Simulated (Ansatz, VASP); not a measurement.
Two plane-wave programs on HfSi31

```
CELL_PARAMETERS angstrom
5.47009 -5.47009 5.47009
-5.47009 5.47009 5.47009
-5.47009 -5.47009 -5.47009
ATOMIC_POSITIONS crystal
Hf 0.25000 0.00000 0.50000
Si 0.50251 0.00000 0.24608
Si 0.75000 0.00000 0.00000
Si 0.99608 0.25251 0.50000
Si 0.25000 0.25251 0.24608
Si 0.99608 0.00000 0.75251
Si 0.75000 0.50000 0.50000
Si 0.50392 0.25392 0.00643
Si 0.75643 0.25392 0.75392
Si 0.99749 0.49357 0.24749
Si 0.50251 0.74608 0.50000
Si 0.25000 0.50000 0.00000
Si 0.74357 0.74749 0.24749
Si 0.50392 0.50643 0.75392
Si 0.99749 0.74749 0.99357
Si 0.25000 0.74608 0.75251
Si 0.97654 0.72654 0.22654
Si 0.25000 0.74808 0.00115
Si 0.50192 0.75308 0.75192
Si 0.75115 0.00000 0.24808
Si 0.99808 0.00000 0.00115
Si 0.75115 0.74808 0.50000
Si 0.50192 0.25192 0.25308
Si 0.25000 0.00000 0.77346
Si 0.52346 0.00000 0.50000
Si 0.74885 0.24692 0.99885
Si 0.25000 0.50115 0.24808
Si 0.00308 0.25192 0.75192
Si 0.49692 0.49885 0.99885
Si 0.25000 0.27346 0.50000
Si 0.74885 0.49885 0.74692
Si 0.99808 0.50115 0.50000
```

Alike in both runs: functional PBE; k mesh 3 × 3 × 3; occupations gaussian, width 0.01 eV; no spin polarisation.

Ansatz relaxed the structure, and its values are those at the end. VASP's run is a single point on that final structure, the one shown.

```csv
,VASP,Ansatz
version,VASP 6.6.1,Ansatz 0.2.0
potentials or method,"VASP PAW PBE potentials, release 64 (Hf_pv, Si), cutoff 520 eV","scalar-relativistic, plane waves, PAW"
valence electrons in the cell,134,150
```

VASP gave:

| Property | Result |
| --- | --- |
| gap on the k mesh at the Fermi level (eV) | 0.51 |
| least direct gap on the mesh (eV) | 0.51 |
| rms of the force components (eV/Å) | 0.014 |

Estimate Ansatz's values.

gap on the k mesh at the Fermi level (eV): 0.50; least direct gap on the mesh (eV): 0.50; rms of the force components (eV/Å): 0.013.

With one functional, cell and mesh, what is left measures potentials, basis and numerics. VASP's potentials hold 134 valence electrons a cell and Ansatz's 150, so a difference there can come from the potentials and not from the codes.

Neither program's run includes spin-orbit coupling.
